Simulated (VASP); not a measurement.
# B (P6_3/mmc) in VASP: single point with PBE

Aim: the single point of B with PBE.

Everything below comes from runs of VASP 6.6.1. Logs are shortened: lines on timing, memory, paths and dates and some standing lists are left out, and cuts for length are marked.

### Step 1. The cell of the first run

Symmetry: P6_3/mmc, No. 194, hexagonal system. Conventional cell: a = 1.712 Å, b = 1.712 Å, c = 8.100 Å, α = 90.00°, β = 90.00°, γ = 120.00°. B (site symmetry -6m2) has 6 B at 1.71 Å within 2.3 Å.

This isn't the form of B at room conditions, which is rhombohedral.

### Step 2. Single point, PBE

The input, POSCAR:

```
B
1.0
    1.7119071346      0.0000000000      0.0000000000
   -0.8559535673      1.4825550675      0.0000000000
    0.0000000000      0.0000000000      8.1000893813
B
2
Direct
    0.6666666667      0.3333333333      0.2500000000
    0.3333333333      0.6666666667      0.7500000000
```

The input, INCAR.step1:

```
SYSTEM = B
  PREC = Accurate
  ENCUT = 520
  EDIFF = 1E-6
  ISMEAR = 0
  SIGMA = 0.1
  LREAL = .False.
  LASPH = .True.
  NELM = 60
  ALGO = Normal
  ISIF = 2
  LWAVE = .False.
  LCHARG = .True.
  GGA = PE
  NBANDS = 10
```

The input, KPOINTS.step1:

```
Automatic mesh
0
Gamma
  36 36 8
  0 0 0
```

The input, INCAR.step2:

```
SYSTEM = B
  PREC = Accurate
  ENCUT = 520
  EDIFF = 1E-6
  ISMEAR = -5
  SIGMA = 0.1
  LREAL = .False.
  LASPH = .True.
  NELM = 60
  ALGO = Normal
  ISIF = 2
  LWAVE = .False.
  LCHARG = .False.
  GGA = PE
  LORBIT = 10
  NEDOS = 1001
  ICHARG = 11
```

The input, KPOINTS.step2:

```
Automatic mesh
0
Gamma
  54 54 12
  0 0 0
```

Potentials or basis: VASP PAW PBE potentials, release 64 (B).

Command:

```
cat potpaw_PBE.64/B/POTCAR > POTCAR
cp INCAR.step1 INCAR
cp KPOINTS.step1 KPOINTS
mpirun -np 1 vasp_std > vasp.out
cp INCAR.step2 INCAR
cp KPOINTS.step2 KPOINTS
mpirun -np 1 vasp_std > vasp.out
```

OUTCAR:

```text
SYSTEM = B
   PREC = Accurate
   ENCUT = 520
   EDIFF = 1E-6
   ISMEAR = -5
   LREAL = .False.
   LASPH = .True.
   NELM = 60
   ISIF = 2
   GGA = PE
   LORBIT = 10
   ICHARG = 11

 ion  position               nearest neighbor table
   1  0.667  0.333  0.250-
   2  0.333  0.667  0.750-

  LATTYP: Found a hexagonal cell.
 ALAT       =     1.7119071346
 C/A-ratio  =     4.7316172809

  Lattice vectors:

 A1 = (   1.7119071346,   0.0000000000,   0.0000000000)
 A2 = (  -0.8559535673,   1.4825550675,   0.0000000000)
 A3 = (   0.0000000000,   0.0000000000,   8.1000893813)

Analysis of symmetry for initial positions (statically):
=====================================================================
 Subroutine PRICEL returns:
 Original cell was already a primitive cell.

 Routine SETGRP: Setting up the symmetry group for a
 hexagonal supercell.

 Subroutine GETGRP returns: Found 24 space group operations
 (whereof 12 operations were pure point group operations)
 out of a pool of 24 trial point group operations.

The static configuration has the point symmetry D_3d.
 The point group associated with its full space group is D_6h.

Analysis of symmetry for dynamics (positions and initial velocities):
=====================================================================
 Subroutine PRICEL returns:
 Original cell was already a primitive cell.

 Routine SETGRP: Setting up the symmetry group for a
 hexagonal supercell.

 Subroutine GETGRP returns: Found 24 space group operations
 (whereof 12 operations were pure point group operations)
 out of a pool of 24 trial point group operations.

The dynamic configuration has the point symmetry D_3d.
 The point group associated with its full space group is D_6h.

 Subroutine INISYM returns: Found 24 space group operations
 (whereof 12 operations are pure point group operations),
 and found     1 'primitive' translations

----------------------------------------------------------------------------------------

                                     Primitive cell

  volume of cell :      20.5580

  direct lattice vectors                    reciprocal lattice vectors
     1.711907135  0.000000000  0.000000000     0.584143836  0.337255601  0.000000000
    -0.855953567  1.482555068  0.000000000     0.000000000  0.674511202  0.000000000
     0.000000000  0.000000000  8.100089381     0.000000000  0.000000000  0.123455428

  length of vectors
     1.711907135  1.711907135  8.100089381     0.674511202  0.674511202  0.123455428

  position of ions in fractional coordinates (direct lattice)
     0.666666667  0.333333333  0.250000000
     0.333333333  0.666666667  0.750000000

  ion indices of the primitive-cell ions
   primitive index   ion index
                 1           1
                 2           2

----------------------------------------------------------------------------------------

 KPOINTS: Automatic mesh

Automatic generation of k-mesh.
 Grid dimensions read from file:
 generate k-points for:   54   54   12

 Generating k-lattice:

  Cartesian coordinates                     Fractional coordinates (reciprocal lattice)
     0.010817478  0.006245474  0.000000000     0.018518519  0.000000000  0.000000000
     0.000000000  0.012490948  0.000000000     0.000000000  0.018518519  0.000000000
     0.000000000  0.000000000  0.010287952     0.000000000  0.000000000  0.083333333

  Length of vectors
     0.012490948  0.012490948  0.010287952

  Shift w.r.t. Gamma in fractional coordinates (k-lattice)
     0.000000000  0.000000000  0.000000000

 TETIRR: Found  35274 inequivalent tetrahedra from   209952

 Subroutine IBZKPT returns following result:
 ===========================================

 Found   1897 irreducible k-points:

 Following reciprocal coordinates:
            Coordinates               Weight
  0.000000  0.000000  0.000000      1.000000
  0.018519  0.000000  0.000000      6.000000
  0.037037  0.000000  0.000000      6.000000
  0.055556 -0.000000  0.000000      6.000000
  0.074074  0.000000  0.000000      6.000000
  0.092593  0.000000  0.000000      6.000000
[... 16 lines left out ...]
  0.407407  0.000000  0.000000      6.000000
  0.425926 -0.000000  0.000000      6.000000
 [... further k-points ...]
   k-points           NKPTS =   1897   k-points in BZ     NKDIM =   1897   number of bands    NBANDS=      7
   number of dos      NEDOS =   1001   number of ions     NIONS =      2
   total plane-waves  NPLWV =  11760
   dimension x,y,z NGX =    14 NGY =   14 NGZ =   60
   dimension x,y,z NGXF=    28 NGYF=   28 NGZF=  120
   ions per type =               2
   NGX,Y,Z   is equivalent  to a cutoff of  13.60, 13.60, 12.31 a.u.
   NGXF,Y,Z  is equivalent  to a cutoff of  27.19, 27.19, 24.63 a.u.
 SYSTEM =  B
   PREC   = accura    normal or accurate (medium, high low for compatibility)
   ISTART =      0    job   : 0-new  1-cont  2-samecut
   ICHARG =     11    charge: 1-file 2-atom 10-const
   ISPIN  =      1    spin polarized calculation?
   LNONCOLLINEAR =      F non collinear calculations
   LSORBIT =      F    spin-orbit coupling
   LASPH  =      T    aspherical Exc in radial PAW
   ENCUT  =  520.0 eV  38.22 Ry    6.18 a.u.   3.18  3.18 15.06*2*pi/ulx,y,z
   NELM   =     60;   NELMIN=  2; NELMDL=  0     # of ELM steps
   EDIFF  = 0.1E-05   stopping-criterion for ELM
   LREAL  =      F    real-space projection
   EDIFFG = 0.1E-04   stopping-criterion for IOM
   NSW    =      0    number of steps for IOM
   IBRION =     -1    ionic relax: 0-MD 1-quasi-New 2-CG
   NFREE  =      0    steps in history (QN), initial steepest desc. (CG)
   ISIF   =      2    stress and relaxation
   ISYM   =      2    0-nonsym 1-usesym 2-fastsym
   POTIM  = 0.5000    time-step for ionic-motion
   TEBEG  =    0.0;   TEEND  =   0.0 temperature during run
   PSTRESS=    0.0 pullay stress
   NELECT =       6.0000    total number of electrons
   NUPDOWN=      -1.0000    fix difference up-down
   EMIN   =  10.00;   EMAX   =-10.00  energy-range for DOS
   EFERMI =   0.00;   METHOD = LEGACY
   ISMEAR =    -5;   SIGMA  =   0.10  broadening in eV -4-tet -1-fermi 0-gaus
   EFERMI_NEDOS =   21; number of points for ismear=-14 and -15
   IALGO  =     38    algorithm
   IMIX   =      4    mixing-type and parameters
     AMIX     =   0.40;   BMIX     =  1.00
     AMIX_MAG =   1.60;   BMIX_MAG =  1.00
  volume/ion in A,a.u.               =      10.28        69.37
  Fermi-wavevector in a.u.,A,eV,Ry     =   1.085921  2.052093 16.044327  1.179225
  Thomas-Fermi vector in A             =   2.222046
   LORBIT       =     10    0 simple, 1 ext, 2 COOP (PROOUT), +10 PAW based schemes
   GGA     = PE    functional components
   LHFCALC =     F    Hartree Fock is set to
   AEXX    =    0.0000 exact exchange contribution
   IVDW    =     0    specifies the selected vdW correction
   LEPSILON=     F    determine dielectric tensor
   LRPA    =     F    only Hartree local field effects (RPA)
 non-spin polarized calculation
 Fermi weights with tetrahedron method with Bloechl corrections
  energy-cutoff  :      520.00
  volume of cell :       20.56
 maximum number of plane-waves:       577
 NGX is ok and might be reduce to    14

 number of electron       6.0000000 magnetization

 Free energy of the ion-electron system (eV)
  ---------------------------------------------------
  ext. energy  EPLUGINS =         0.00000000
  ---------------------------------------------------
  free energy    TOTEN  =       -11.99730095 eV

  energy without entropy =      -11.99730095  energy(sigma->0) =      -11.99730095

 E-fermi :   4.3862     XC(G=0):  -9.3616

 val. band max:        4.3764116978   @ k =   0.2963   0.0741   0.2500
 cond. band min:       4.3580410096   @ k =   0.2778   0.1111   0.5000
 fundamental gap:     -0.0183706882
 Fermi energy:         4.3861717407

 k-point     1 :       0.0000    0.0000    0.0000
  band No.  band energies     occupation
      1     -12.7085      2.00000
      2     -12.5756      2.00000
      3      -3.8410      2.00000
      4      -2.8062      2.00000
      5       6.3300      0.00000
      6      11.2713      0.00000
      7      14.8465      0.00000

 k-point     2 :       0.0185    0.0000    0.0000
  band No.  band energies     occupation
      1     -12.6928      2.00000
      2     -12.5601      2.00000
      3      -3.8183      2.00000
      4      -2.7838      2.00000
      5       6.3504      0.00000
      6      11.2937      0.00000
      7      14.8606      0.00000

 k-point     3 :       0.0370    0.0000    0.0000
  band No.  band energies     occupation
      1     -12.6457      2.00000
      2     -12.5136      2.00000
      3      -3.7504      2.00000
      4      -2.7166      2.00000
      5       6.4115      0.00000
      6      11.3607      0.00000
      7      14.9024      0.00000

 k-point     4 :       0.0556   -0.0000    0.0000
  band No.  band energies     occupation
      1     -12.5672      2.00000
      2     -12.4363      2.00000
      3      -3.6373      2.00000
      4      -2.6046      2.00000
      5       6.5132      0.00000
      6      11.4722      0.00000
      7      14.9711      0.00000

 k-point     5 :       0.0741    0.0000    0.0000
  band No.  band energies     occupation
      1     -12.4575      2.00000
      2     -12.3281      2.00000
      3      -3.4789      2.00000
      4      -2.4479      2.00000
      5       6.6553      0.00000
      6      11.6282      0.00000
      7      15.0652      0.00000
[... 161 lines left out ...]
 k-point    22 :       0.3889    0.0000    0.0000
  band No.  band energies     occupation
      1      -6.3359      2.00000
      2      -6.2828      2.00000
      3       5.8099      0.00000
      4       6.6472      0.00000
      5       8.4112      0.00000
      6       8.6501      0.00000
      7      16.8167      0.00000

 k-point    23 :       0.4074    0.0000    0.0000
  band No.  band energies     occupation
      1      -5.8509      2.00000
      2      -5.8049      2.00000
      3       6.6660      0.00000
      4       7.4578      0.00000
      5       7.6622      0.00000
      6       7.8339      0.00000
      7      17.6443      0.00000

 k-point    24 :       0.4259   -0.0000    0.0000
  band No.  band energies     occupation
      1      -5.3997      2.00000
      2      -5.3612      2.00000
      3       6.9751      0.00000
      4       7.1075      0.00000
      5       7.5178      0.00000
      6       8.2476      0.00000
      7      18.5538      0.00000

 [... further k-points ...]

------------------------ aborting loop because EDIFF is reached ----------------------------------------

  FORCE on cell =-STRESS in cart. coord.  units (eV):
  Direction    XX          YY          ZZ          XY          YZ          ZX
  --------------------------------------------------------------------------------------
  -------------------------------------------------------------------------------------
  Total       -0.0218081     -0.0218081     -0.1734255      0.0000000      0.0000000      0.0000000
  in kB       -1.6996045     -1.6996045    -13.5158286      0.0000000      0.0000000      0.0000000
  external PRESSURE =      -5.6383459 kB  Pullay stress =       0.0000000 kB

 VOLUME and BASIS-vectors are now :
 -----------------------------------------------------------------------------
  energy-cutoff  :      520.00
  volume of cell :       20.56
      direct lattice vectors                 reciprocal lattice vectors
     1.711907135  0.000000000  0.000000000     0.584143836  0.337255601  0.000000000
    -0.855953567  1.482555068  0.000000000     0.000000000  0.674511202  0.000000000
     0.000000000  0.000000000  8.100089381     0.000000000  0.000000000  0.123455428

 POSITION                                       TOTAL-FORCE (eV/Angst)
 -----------------------------------------------------------------------------------
      0.85595      0.49419      2.02502        -0.000000      0.000000      0.000000
     -0.00000      0.98837      6.07507         0.000000      0.000000      0.000000
 -----------------------------------------------------------------------------------
    total drift:                               -0.000000     -0.000000     -0.000000

  FREE ENERGIE OF THE ION-ELECTRON SYSTEM (eV)
  ---------------------------------------------------
  free  energy   TOTEN  =       -11.9973009523 eV

  energy  without entropy=      -11.9973009523  energy(sigma->0) =      -11.99730095

 total charge

# of ion       s       p       d       tot
------------------------------------------
    1        0.641   1.434   0.000   2.075
    2        0.641   1.434   0.000   2.075
--------------------------------------------------
tot          1.282   2.869   0.000   4.150
```

Run time: 2.1 min. Hardware: 1 thread of Intel Xeon Platinum 8488C (Sapphire Rapids), shared host; peak memory 0.38 GiB.

Results:

```
Valence electrons inside the program's atomic spheres : B 2.08
```

Caveat: this functional lacks dispersion, which binds the layers, so the pressure and a relaxed spacing across them are unreliable; tetrahedron occupations give inexact forces and stress in metals.
